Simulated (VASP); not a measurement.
# Si (Imma) in VASP: a series of runs

The runs below take Si through single point, with r2SCAN.

Program: VASP 6.6.1. These are calculated values, not measurements. Logs are shortened: lines on timing, memory, paths and dates and some standing lists are left out, and cuts for length are marked.

### 1 The cell of the first run

The structure is orthorhombic, space group Imma (No. 74). The conventional cell has a = 3.840 Å, b = 3.840 Å, c = 5.431 Å, α = 90.00°, β = 90.00°, γ = 90.00°. Si (site symmetry mm2) has 4 Si at 2.12 to 2.64 Å within 2.8 Å.

### 2 Single point, r2SCAN (atom 1 (Si) moved by (-0.450, +0.000) A along y and z)

File POSCAR:

```
Si
1.0
    0.0000000000      2.7154700000      2.7154700000
    2.7154700000      0.0000000000      2.7154700000
    2.7154700000      2.7154700000      0.0000000000
Si
2
Direct
    0.4171414157      0.5828585843      0.4171414157
    0.7500000000      0.7500000000      0.7500000000
```

File INCAR.step1:

```
PREC     = Accurate       # precision mode
ENCUT    = 520            # plane-wave cutoff, eV
ISMEAR   = 0              # smearing method
SIGMA    = 0.05           # smearing width, eV
LREAL    = F              # projectors in reciprocal space
LASPH    = T              # aspherical terms in the spheres
NELM     = 80             # most SCF steps
NBANDS   = 11             # bands
GGA      = PE             # functional
ALGO     = Normal         # electronic algorithm
EDIFF    = 1E-4           # SCF threshold, eV
LWAVE    = T              # write WAVECAR
LCHARG   = F              # write CHGCAR
```

File INCAR.step2:

```
PREC     = Accurate       # precision mode
ENCUT    = 520            # plane-wave cutoff, eV
EDIFF    = 1E-7           # SCF threshold, eV
ISMEAR   = 0              # smearing method
SIGMA    = 0.05           # smearing width, eV
LREAL    = F              # projectors in reciprocal space
LASPH    = T              # aspherical terms in the spheres
NELM     = 80             # most SCF steps
ALGO     = Normal         # electronic algorithm
ISIF     = 2              # what is computed and relaxed
LWAVE    = F              # write WAVECAR
LCHARG   = F              # write CHGCAR
METAGGA  = R2SCAN         # meta-GGA
LMIXTAU  = T            
NBANDS   = 11             # bands
ISTART   = 1
```

File KPOINTS:

```
Automatic mesh
0
Gamma
  10 10 10
```

Potentials or basis: VASP PAW PBE potentials, release 64 (Si).

Started as:

```console
cat potpaw_PBE.64/Si/POTCAR > POTCAR
cp INCAR.step1 INCAR
mpirun -np 1 vasp_std > vasp.out
cp INCAR.step2 INCAR
mpirun -np 1 vasp_std > vasp.out
```

OUTCAR:

```text
PREC = Accurate
   ENCUT = 520
   EDIFF = 1E-7
   ISMEAR = 0
   LREAL = F
   LASPH = T
   NELM = 80
   ISIF = 2
   METAGGA = R2SCAN
   ISTART = 1

 ion  position               nearest neighbor table
   1  0.417  0.583  0.417-   2 2.12   2 2.12   2 2.64   2 2.64
   2  0.750  0.750  0.750-   1 2.12   1 2.12   1 2.64   1 2.64

  LATTYP: Found a face centered cubic cell.
 ALAT       =     5.4309400000

  Lattice vectors:

 A1 = (   0.0000000000,   2.7154700000,   2.7154700000)
 A2 = (   2.7154700000,   0.0000000000,   2.7154700000)
 A3 = (   2.7154700000,   2.7154700000,   0.0000000000)

Analysis of symmetry for initial positions (statically):
=====================================================================
 Subroutine PRICEL returns:
 Original cell was already a primitive cell.

 Routine SETGRP: Setting up the symmetry group for a
 face centered cubic supercell.

 Subroutine GETGRP returns: Found  8 space group operations
 (whereof  4 operations were pure point group operations)
 out of a pool of 48 trial point group operations.

The static configuration has the point symmetry C_2v.
 The point group associated with its full space group is D_2h.

Analysis of symmetry for dynamics (positions and initial velocities):
=====================================================================
 Subroutine PRICEL returns:
 Original cell was already a primitive cell.

 Routine SETGRP: Setting up the symmetry group for a
 face centered cubic supercell.

 Subroutine GETGRP returns: Found  8 space group operations
 (whereof  4 operations were pure point group operations)
 out of a pool of 48 trial point group operations.

The dynamic configuration has the point symmetry C_2v.
 The point group associated with its full space group is D_2h.

 Subroutine INISYM returns: Found  8 space group operations
 (whereof  4 operations are pure point group operations),
 and found     1 'primitive' translations

----------------------------------------------------------------------------------------

                                     Primitive cell

  volume of cell :      40.0465

  direct lattice vectors                    reciprocal lattice vectors
     0.000000000  2.715470000  2.715470000    -0.184130187  0.184130187  0.184130187
     2.715470000  0.000000000  2.715470000     0.184130187 -0.184130187  0.184130187
     2.715470000  2.715470000  0.000000000     0.184130187  0.184130187 -0.184130187

  length of vectors
     3.840254502  3.840254502  3.840254502     0.318922840  0.318922840  0.318922840

  position of ions in fractional coordinates (direct lattice)
     0.417141416  0.582858584  0.417141416
     0.750000000  0.750000000  0.750000000

  ion indices of the primitive-cell ions
   primitive index   ion index
                 1           1
                 2           2

----------------------------------------------------------------------------------------

 KPOINTS: Automatic mesh

Automatic generation of k-mesh.
 Grid dimensions read from file:
 generate k-points for:   10   10   10

 Generating k-lattice:

  Cartesian coordinates                     Fractional coordinates (reciprocal lattice)
    -0.018413019  0.018413019  0.018413019     0.100000000  0.000000000  0.000000000
     0.018413019 -0.018413019  0.018413019     0.000000000  0.100000000  0.000000000
     0.018413019  0.018413019 -0.018413019     0.000000000  0.000000000  0.100000000

  Length of vectors
     0.031892284  0.031892284  0.031892284

  Shift w.r.t. Gamma in fractional coordinates (k-lattice)
     0.000000000  0.000000000  0.000000000

 Subroutine IBZKPT returns following result:
 ===========================================

 Found    171 irreducible k-points:

 Following reciprocal coordinates:
            Coordinates               Weight
  0.000000  0.000000  0.000000      1.000000
  0.100000  0.000000  0.000000      4.000000
  0.000000  0.100000  0.000000      4.000000
  0.200000  0.000000  0.000000      4.000000
  0.000000  0.200000  0.000000      4.000000
  0.300000  0.000000  0.000000      4.000000
[... 16 lines left out ...]
  0.000000  0.400000  0.100000      8.000000
  0.100000  0.000000  0.400000      4.000000
 [... further k-points ...]
   k-points           NKPTS =    171   k-points in BZ     NKDIM =    171   number of bands    NBANDS=     11
   number of dos      NEDOS =    301   number of ions     NIONS =      2
   total plane-waves  NPLWV =  27000
   dimension x,y,z NGX =    30 NGY =   30 NGZ =   30
   dimension x,y,z NGXF=    60 NGYF=   60 NGZF=   60
   ions per type =               2
   NGX,Y,Z   is equivalent  to a cutoff of  12.99, 12.99, 12.99 a.u.
   NGXF,Y,Z  is equivalent  to a cutoff of  25.97, 25.97, 25.97 a.u.
 SYSTEM =  unknown system
   PREC   = accura    normal or accurate (medium, high low for compatibility)
   ISTART =      1    job   : 0-new  1-cont  2-samecut
   ICHARG =      0    charge: 1-file 2-atom 10-const
   ISPIN  =      1    spin polarized calculation?
   LNONCOLLINEAR =      F non collinear calculations
   LSORBIT =      F    spin-orbit coupling
   LASPH  =      T    aspherical Exc in radial PAW
   ENCUT  =  520.0 eV  38.22 Ry    6.18 a.u.   7.14  7.14  7.14*2*pi/ulx,y,z
   NELM   =     80;   NELMIN=  2; NELMDL=  0     # of ELM steps
   EDIFF  = 0.1E-06   stopping-criterion for ELM
   LREAL  =      F    real-space projection
   EDIFFG = 0.1E-05   stopping-criterion for IOM
   NSW    =      0    number of steps for IOM
   IBRION =     -1    ionic relax: 0-MD 1-quasi-New 2-CG
   NFREE  =      0    steps in history (QN), initial steepest desc. (CG)
   ISIF   =      2    stress and relaxation
   ISYM   =      2    0-nonsym 1-usesym 2-fastsym
   POTIM  = 0.5000    time-step for ionic-motion
   TEBEG  =    0.0;   TEEND  =   0.0 temperature during run
   PSTRESS=    0.0 pullay stress
   NELECT =       8.0000    total number of electrons
   NUPDOWN=      -1.0000    fix difference up-down
   EMIN   =  10.00;   EMAX   =-10.00  energy-range for DOS
   EFERMI =   0.00;   METHOD = LEGACY
   ISMEAR =     0;   SIGMA  =   0.05  broadening in eV -4-tet -1-fermi 0-gaus
   EFERMI_NEDOS =   21; number of points for ismear=-14 and -15
   IALGO  =     38    algorithm
   IMIX   =      4    mixing-type and parameters
     AMIX     =   0.40;   BMIX     =  1.00
     AMIX_MAG =   1.60;   BMIX_MAG =  1.00
  volume/ion in A,a.u.               =      20.02       135.12
  Fermi-wavevector in a.u.,A,eV,Ry     =   0.957010  1.808487 12.461143  0.915868
  Thomas-Fermi vector in A             =   2.085990
   LORBIT       =      0    0 simple, 1 ext, 2 COOP (PROOUT), +10 PAW based schemes
   METAGGA = R2SCAN    functional components
   LHFCALC =     F    Hartree Fock is set to
   AEXX    =    0.0000 exact exchange contribution
   IVDW    =     0    specifies the selected vdW correction
   LEPSILON=     F    determine dielectric tensor
   LRPA    =     F    only Hartree local field effects (RPA)
 non-spin polarized calculation
 Gauss-broadening in eV      SIGMA  =   0.05
  energy-cutoff  :      520.00
  volume of cell :       40.05
 maximum number of plane-waves:      1091
 NGX is ok and might be reduce to    30
   NGX = 15   NGY = 15   NGZ = 15

 number of electron       8.0000000 magnetization

 Free energy of the ion-electron system (eV)
  ---------------------------------------------------
  ext. energy  EPLUGINS =         0.00000000
  ---------------------------------------------------
  free energy    TOTEN  =       -16.29499557 eV

  energy without entropy =      -16.29436141  energy(sigma->0) =      -16.29467849

 E-fermi :   6.2866     XC(G=0):  -9.8894

 val. band max:        6.2734791271   @ k =   0.0000   0.2000   0.0000
 cond. band min:       6.3098462589   @ k =   0.5000   0.4000   0.0000
 fundamental gap:      0.0363671318
 Fermi energy:         6.2865954181

 k-point     1 :       0.0000    0.0000    0.0000
  band No.  band energies     occupation
      1      -7.0019      2.00000
      2       3.5940      2.00000
      3       6.2476      1.73027
      4       7.1415      0.00000
      5       7.8670      0.00000
      6       7.9611      0.00000
      7       9.4066      0.00000
      8       9.6432      0.00000
      9      13.5261      0.00000
     10      13.8412      0.00000
     11      14.7261      0.00000

 k-point     2 :       0.1000    0.0000    0.0000
  band No.  band energies     occupation
      1      -6.8594      2.00000
      2       2.9770      2.00000
      3       5.6931      2.00000
      4       6.7230      0.00000
      5       8.0812      0.00000
      6       8.4143      0.00000
      7       9.5649      0.00000
      8      10.3755      0.00000
      9      13.0303      0.00000
     10      13.7624      0.00000
     11      14.7701      0.00000

 k-point     3 :       0.0000    0.1000    0.0000
  band No.  band energies     occupation
      1      -6.8764      2.00000
      2       3.5068      2.00000
      3       5.0793      2.00000
      4       6.7925      0.00000
      5       7.5766      0.00000
      6       8.3720      0.00000
      7       9.8480      0.00000
      8      10.5561      0.00000
      9      13.2930      0.00000
     10      13.9302      0.00000
     11      14.9481      0.00000

 k-point     4 :       0.2000    0.0000    0.0000
  band No.  band energies     occupation
      1      -6.4350      2.00000
      2       1.5237      2.00000
      3       4.9399      2.00000
      4       6.2056      1.97811
      5       8.0913      0.00000
      6       8.8101      0.00000
      7      10.1489      0.00000
      8      12.0131      0.00000
      9      12.7962      0.00000
     10      12.9790      0.00000
     11      15.3529      0.00000

 k-point     5 :       0.0000    0.2000    0.0000
  band No.  band energies     occupation
      1      -6.5117      2.00000
      2       3.1346      2.00000
      3       3.3014      2.00000
      4       6.2735      1.28935
      5       7.6166      0.00000
      6       8.2534      0.00000
      7      10.2304      0.00000
      8      12.3393      0.00000
      9      13.1043      0.00000
     10      14.0866      0.00000
     11      15.1692      0.00000
[... 211 lines left out ...]
 k-point    21 :       0.3000    0.2000    0.3000
  band No.  band energies     occupation
      1      -6.0250      2.00000
      2       1.7965      2.00000
      3       2.8415      2.00000
      4       5.2898      2.00000
      5       7.3869      0.00000
      6       8.9712      0.00000
      7      10.8428      0.00000
      8      12.4317      0.00000
      9      14.2361      0.00000
     10      14.3449      0.00000
     11      15.4286      0.00000

 k-point    22 :       0.4000    0.1000    0.0000
  band No.  band energies     occupation
      1      -5.0146      2.00000
      2      -1.2861      2.00000
      3       3.8392      2.00000
      4       5.1302      2.00000
      5       7.9274      0.00000
      6       8.6686      0.00000
      7      11.5440      0.00000
      8      12.5235      0.00000
      9      14.3741      0.00000
     10      15.3894      0.00000
     11      15.8836      0.00000

 k-point    23 :       0.0000    0.4000    0.1000
  band No.  band energies     occupation
      1      -5.4243      2.00000
      2       0.4338      2.00000
      3       2.4907      2.00000
      4       5.0667      2.00000
      5       7.7416      0.00000
      6       8.4005      0.00000
      7      10.2570      0.00000
      8      12.5167      0.00000
      9      14.9010      0.00000
     10      16.3619      0.00000
     11      17.3476      0.00000

 k-point    24 :       0.1000    0.0000    0.4000
  band No.  band energies     occupation
      1      -5.0897      2.00000
      2      -1.0345      2.00000
      3       3.5322      2.00000
      4       4.9732      2.00000
      5       8.2612      0.00000
      6       9.4602      0.00000
      7      10.5328      0.00000
      8      11.5864      0.00000
      9      15.5937      0.00000
     10      15.7209      0.00000
     11      15.8313      0.00000

 [... further k-points ...]

------------------------ aborting loop because EDIFF is reached ----------------------------------------

  FORCE on cell =-STRESS in cart. coord.  units (eV):
  Direction    XX          YY          ZZ          XY          YZ          ZX
  --------------------------------------------------------------------------------------
  -------------------------------------------------------------------------------------
  Total        2.8673186     -0.3637730      2.8673186      0.0000000      0.0000000     -4.9712683
  in kB      114.7153457    -14.5537885    114.7153457      0.0000000      0.0000000   -198.8899129
  external PRESSURE =      71.6256343 kB  Pullay stress =       0.0000000 kB

 VOLUME and BASIS-vectors are now :
 -----------------------------------------------------------------------------
  energy-cutoff  :      520.00
  volume of cell :       40.05
      direct lattice vectors                 reciprocal lattice vectors
     0.000000000  2.715470000  2.715470000    -0.184130187  0.184130187  0.184130187
     2.715470000  0.000000000  2.715470000     0.184130187 -0.184130187  0.184130187
     2.715470000  2.715470000  0.000000000     0.184130187  0.184130187 -0.184130187

 POSITION                                       TOTAL-FORCE (eV/Angst)
 -----------------------------------------------------------------------------------
      2.71547      2.26547      2.71547         0.000000      4.982135      0.000000
      4.07320      4.07320      4.07320         0.000000     -4.982135      0.000000
 -----------------------------------------------------------------------------------
    total drift:                                0.000000      0.000008      0.000000

  FREE ENERGIE OF THE ION-ELECTRON SYSTEM (eV)
  ---------------------------------------------------
  free  energy   TOTEN  =       -16.2949955688 eV

  energy  without entropy=      -16.2943614091  energy(sigma->0) =      -16.29467849
```

Wall time 4.4 min (1 thread of Intel Xeon Platinum 8259CL at 2.50GHz (Skylake/Cascade Lake), shared host); peak memory 0.2 GiB.

Results:

```
Free energy            : -16.2950 eV
Pressure               : 7.2 GPa
Largest force          : 4.982 eV/Å
Band gap on the k mesh : zero (bands 4 and 5 overlap by 1.94 eV)
```

Forces on the atoms (eV/Å):
```
Si   0.000  4.982  0.000
Si   0.000 -4.982  0.000
```

Caveat: the cell differs from its parent crystal (atom 1 (Si) moved by (-0.450, +0.000) A along y and z); the cell stands under pressure; the PAW data sets were made with another functional, which shifts forces and pressure a little.

### 3 Single point, r2SCAN (atom 1 (Si) moved by (-0.225, +0.000) A along y and z)

POSCAR: that of step 2 with these lines changed.

```diff
@@ -8,3 +8,3 @@
 Direct
-    0.4171414157      0.5828585843      0.4171414157
+    0.4585707078      0.5414292922      0.4585707078
     0.7500000000      0.7500000000      0.7500000000
```

INCAR.step1: that of step 2 with these lines changed.

```diff
@@ -6,3 +6,3 @@
 LASPH    = T              # aspherical terms in the spheres
-NELM     = 80             # most SCF steps
+NELM     = 100            # most SCF steps
 NBANDS   = 11             # bands
```

INCAR.step2: that of step 2 with these lines changed.

```diff
@@ -2,3 +2,3 @@
 ENCUT    = 520            # plane-wave cutoff, eV
-EDIFF    = 1E-7           # SCF threshold, eV
+EDIFF    = 1E-6           # SCF threshold, eV
 ISMEAR   = 0              # smearing method
@@ -7,3 +7,3 @@
 LASPH    = T              # aspherical terms in the spheres
-NELM     = 80             # most SCF steps
+NELM     = 100            # most SCF steps
 ALGO     = Normal         # electronic algorithm
```

KPOINTS is that of step 2.

Potentials or basis: VASP PAW PBE potentials, release 64 (Si).

Started as:

```console
cat potpaw_PBE.64/Si/POTCAR > POTCAR
cp INCAR.step1 INCAR
mpirun -np 1 vasp_std > vasp.out
cp INCAR.step2 INCAR
mpirun -np 1 vasp_std > vasp.out
```

Run time: 4 min. Hardware: 1 thread of Intel Xeon Platinum 8259CL at 2.50GHz (Skylake/Cascade Lake), shared host; peak memory 0.2 GiB.

Results (log left out):

| Property | Result |
| --- | --- |
| Free energy | -17.2076 eV |
| Pressure | 2.2 GPa |
| Largest force | 2.926 eV/Å |
| Band gap on the k mesh | zero (bands 4 and 5 overlap by 0.78 eV) |

Forces on the atoms (eV/Å):
```
Si   0.000  2.926  0.000
Si   0.000 -2.926  0.000
```

Stress tensor (GPa, compression positive):
```
 3.40  0.00 -9.38
 0.00 -0.13  0.00
-9.38  0.00  3.40
```

Levels at points of the mesh, in eV from the Fermi level:
```csv
k point,band 1,band 2,band 3,band 4,band 5,band 6,band 7,band 8
"(0.00, 0.00, 0.00)",-13.17,-1.70,-0.45,0.56,1.49,1.99,2.82,3.32
"(0.50, 0.00, 0.00)",-10.47,-8.43,-2.20,-1.19,1.35,2.47,3.90,7.85
"(0.00, 0.50, 0.00)",-10.97,-7.34,-2.64,-1.29,1.11,2.10,3.44,7.46
"(0.50, 0.50, 0.00)",-8.85,-8.85,-3.51,-3.51,0.24,0.24,10.40,10.40
"(0.50, 0.00, 0.50)",-9.46,-8.03,-4.07,-3.28,-0.22,0.86,10.09,10.38
```

Caveat: the cell differs from its parent crystal (atom 1 (Si) moved by (-0.225, +0.000) A along y and z); semilocal functionals underestimate gaps, so a narrow gap can read as zero; the PAW data sets were made with another functional, which shifts forces and pressure a little.
